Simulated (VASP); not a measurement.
# HfB2 (P6/mmm) in VASP: settings compared, part 2 of 2

VASP 6.6.1.

### 3 Single point, PBE

This run uses another cell than the first one, of 9.96 Å³/atom, 1.006 times its volume.

INCAR reads:

```
SYSTEM = HfB2
PREC = Accurate ; ENCUT = 520
EDIFF = 1E-7 ; ISMEAR = -1
SIGMA = 0.05 ; LREAL = .False.
LASPH = .True. ; NELM = 60
ALGO = Normal ; ISIF = 2
LWAVE = .False. ; LCHARG = .False.
GGA = PE ; NBANDS = 15
```

KPOINTS reads:

```
Automatic mesh
0
Gamma
  10 10 8
  0 0 0
```

POSCAR reads:

```
HfB2
1.0
    3.1439597077      0.0000000000      0.0000000000
   -1.5719798539      2.7227489754      0.0000000000
    0.0000000000      0.0000000000      3.4907438431
Hf B
1 2
Direct
    0.0000000000      0.0000000000      0.0000000000
    0.6666666667      0.3333333333      0.5000000000
    0.3333333333      0.6666666667      0.5000000000
```

Potentials or basis: VASP PAW PBE potentials, release 64 (Hf_pv, B).

Run with:

```sh
cat potpaw_PBE.64/Hf_pv/POTCAR potpaw_PBE.64/B/POTCAR > POTCAR
mpirun -np 1 vasp_std > vasp.out
```

Wall time 18 s (1 thread of Intel Xeon 6975P-C, shared host); peak memory 0.16 GiB.

The run converged. Its results:

```
Free energy            : -26.3999 eV
Pressure               : -0.4 GPa
Band gap on the k mesh : zero (band 8 reaches 8.23 eV, above the bottom of band 9 at 7.39 eV)
```

Stress tensor (GPa, compression positive):
```
-0.47  0.00  0.00
 0.00 -0.47  0.00
 0.00  0.00 -0.21
```

Levels at points of the mesh, in eV from the Fermi level:
| k point | band 6 | band 7 | band 8 | band 9 | band 10 | band 11 |
| --- | --- | --- | --- | --- | --- | --- |
| (0.00, 0.00, 0.00) | -2.77 | -2.77 | -2.69 | 4.10 | 4.10 | 4.72 |
| (0.50, 0.00, 0.00) | -4.02 | -3.32 | -2.74 | 2.19 | 2.81 | 5.63 |
| (0.00, 0.00, 0.50) | -1.08 | -1.08 | 0.44 | 0.44 | 1.10 | 1.10 |
| (0.50, 0.00, 0.50) | -4.83 | -4.59 | -2.58 | 4.08 | 4.20 | 6.32 |

Caveat: spin-orbit coupling is left out, which moves the levels of the heavy elements.

### 4 Single point, LDA

INCAR reads:

```
SYSTEM = HfB2
PREC = Accurate
ENCUT = 520
EDIFF = 1E-6
ISMEAR = -1
SIGMA = 0.05
LREAL = .False.
LASPH = .True.
NELM = 60
ALGO = Normal
ISIF = 2
LWAVE = .False.
LCHARG = .True.
LELF = .True.
LVHAR = .True.
NBANDS = 15
```

KPOINTS is that of step 3.

POSCAR reads:

```
HfB2
1.0
    3.1400000000      0.0000000000      0.0000000000
   -1.5700000000      2.7193197679      0.0000000000
    0.0000000000      0.0000000000      3.4800000000
Hf B
1 2
Direct
    0.0000000000      0.0000000000      0.0000000000
    0.6666666667      0.3333333333      0.5000000000
    0.3333333333      0.6666666667      0.5000000000
```

Potentials or basis: VASP PAW LDA potentials, release 64 (Hf_pv, B).

Run with:

```sh
cat potpaw_LDA.64/Hf_pv/POTCAR potpaw_LDA.64/B/POTCAR > POTCAR
mpirun -np 1 vasp_std > vasp.out
```

OUTCAR:

```text
SYSTEM = HfB2
   PREC = Accurate
   ENCUT = 520
   EDIFF = 1E-6
   ISMEAR = -1
   LREAL = .False.
   LASPH = .True.
   NELM = 60
   ISIF = 2

 ion  position               nearest neighbor table
   1  0.000  0.000  0.000-   2 2.51   3 2.51   2 2.51   3 2.51   2 2.51   2 2.51   3 2.51   3 2.51
                             2 2.51   2 2.51   3 2.51   3 2.51
   2  0.667  0.333  0.500-   3 1.81   3 1.81   3 1.81   1 2.51   1 2.51   1 2.51   1 2.51   1 2.51
                             1 2.51
   3  0.333  0.667  0.500-   2 1.81   2 1.81   2 1.81   1 2.51   1 2.51   1 2.51   1 2.51   1 2.51
                             1 2.51

  LATTYP: Found a hexagonal cell.
 ALAT       =     3.1400000000
 C/A-ratio  =     1.1082802548

  Lattice vectors:

 A1 = (   3.1400000000,   0.0000000000,   0.0000000000)
 A2 = (  -1.5700000000,   2.7193197679,   0.0000000000)
 A3 = (   0.0000000000,   0.0000000000,   3.4800000000)

Analysis of symmetry for initial positions (statically):
=====================================================================
 Subroutine PRICEL returns:
 Original cell was already a primitive cell.

 Routine SETGRP: Setting up the symmetry group for a
 hexagonal supercell.

 Subroutine GETGRP returns: Found 24 space group operations
[... 178 lines left out ...]
      3     -22.3262      2.00000
      4      -5.9066      2.00000
      5       4.6475      2.00000
      6       4.7711      2.00000
      7       4.7711      2.00000
      8       4.9659      2.00000
      9      11.5902      0.00000
     10      11.5902      0.00000
     11      12.2450      0.00000
     12      12.2450      0.00000
     13      12.6928      0.00000
     14      12.6928      0.00000
[... 401 lines left out ...]
      2     -22.7312      2.00000
      3     -22.5456      2.00000
      4      -2.1410      2.00000
      5      -0.7824      2.00000
      6       3.0678      2.00000
      7       3.9288      2.00000
      8       5.4345      2.00000
      9       8.8168      0.00000
     10      11.7541      0.00000
     11      11.8545      0.00000
     12      13.8588      0.00000
     13      15.1959      0.00000
     14      16.1214      0.00000
     15      18.4294      0.00000

 [... further k-points ...]
[... 5 lines left out ...]
  --------------------------------------------------------------------------------------
  -------------------------------------------------------------------------------------
  Total       -1.8190295     -1.8190295     -1.7595990      0.0000000      0.0000000      0.0000000
  in kB      -98.0801553    -98.0801553    -94.8757266      0.0000000      0.0000000      0.0000000
  external PRESSURE =     -97.0120124 kB  Pullay stress =       0.0000000 kB

 VOLUME and BASIS-vectors are now :
 -----------------------------------------------------------------------------
  energy-cutoff  :      520.00
  volume of cell :       29.71
      direct lattice vectors                 reciprocal lattice vectors
     3.140000000  0.000000000  0.000000000     0.318471338  0.183869512  0.000000000
    -1.570000000  2.719319768  0.000000000     0.000000000  0.367739025  0.000000000
     0.000000000  0.000000000  3.480000000     0.000000000  0.000000000  0.287356322

 POSITION                                       TOTAL-FORCE (eV/Angst)
 -----------------------------------------------------------------------------------
      0.00000      0.00000      0.00000         0.000000      0.000000      0.000000
      1.57000      0.90644      1.74000        -0.000000      0.000000     -0.000000
     -0.00000      1.81288      1.74000         0.000000     -0.000000      0.000000
 -----------------------------------------------------------------------------------
    total drift:                               -0.000000      0.000000      0.000000

  FREE ENERGIE OF THE ION-ELECTRON SYSTEM (eV)
  ---------------------------------------------------
  free  energy   TOTEN  =       -28.9184380047 eV

  energy  without entropy=      -28.9158481414  energy(sigma->0) =      -28.91714307
```

Wall time 19 s (1 thread of Intel Xeon 6975P-C, shared host); peak memory 0.15 GiB.

What came out:

| Quantity | Value |
| --- | --- |
| Free energy | -28.9184 eV |
| Pressure | -9.7 GPa |
| Band gap on the k mesh | zero (band 8 reaches 8.21 eV, above the bottom of band 9 at 7.40 eV) |

Stress tensor (GPa, compression positive):
```
-9.81  0.00  0.00
 0.00 -9.81  0.00
 0.00  0.00 -9.49
```

Caveat: spin-orbit coupling is left out, which moves the levels of the heavy elements.

### 5 Overview

| level | potentials or basis | cell | smearing | gap on the mesh (eV) | pressure (GPa) |
| --- | --- | --- | --- | --- | --- |
| PBE | VASP PAW PBE potentials, release 64 (Hf_pv, B) | a = 3.140, b = 3.140, c = 3.480 Å, angles 90.0, 90.0, 120.0°, 3 atoms | gaussian 0.011 eV | none | 1.0 |
| PBE | VASP PAW PBE potentials, release 64 (Hf_pv, B) | a = 3.144, b = 3.144, c = 3.491 Å, angles 90.0, 90.0, 120.0°, 3 atoms | fermi-dirac 0.05 eV | none | -0.4 |
| LDA | VASP PAW LDA potentials, release 64 (Hf_pv, B) | a = 3.140, b = 3.140, c = 3.480 Å, angles 90.0, 90.0, 120.0°, 3 atoms | fermi-dirac 0.05 eV | none | -9.7 |

Alike in all rows: task single point; no spin polarisation; k mesh 10 × 10 × 8; cutoff (eV) 520.

Caveats: spin-orbit coupling is left out, which moves the levels of the heavy elements.

Absolute energies hang on the potentials; compare differences alone.
